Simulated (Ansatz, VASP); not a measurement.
# One calculation of Cd, two programs

```
Cd
1.0
     3.12995    0.00000    0.00000
    -1.56498    2.71062    0.00000
     0.00000    0.00000    5.90256
Cd
2
Direct
  0.33333 0.66667 0.25000
  0.66667 0.33333 0.75000
```

Alike in both runs: task single point; functional PBEsol; k mesh 6 × 6 × 4; occupations gaussian, width 0.1 eV; no spin polarisation.

```csv
,VASP,Ansatz
version,VASP 6.6.1,Ansatz 0.2.0
potentials or method,"VASP PAW PBE potentials, release 64 (Cd), cutoff 500 eV","scalar-relativistic, plane waves, PAW"
valence electrons in the cell,24,40
```

Ansatz gave:

* gap on the k mesh at the Fermi level (eV): none
* pressure (GPa): -5.9
* traceless stress, the component that is largest in VASP (GPa): 1.68

Estimate VASP's values.

gap on the k mesh at the Fermi level (eV): none; pressure (GPa): -5.7; traceless stress, the component that is largest in VASP (GPa): 1.64.

VASP's potentials were made for PBE, not for PBEsol. A gap of «none» marks a metal or a gap that the smearing closes. VASP's potentials hold 24 valence electrons a cell and Ansatz's 40, so a difference there can come from the potentials and not from the codes.

The k mesh is coarse, so the values compare programs but aren't converged.
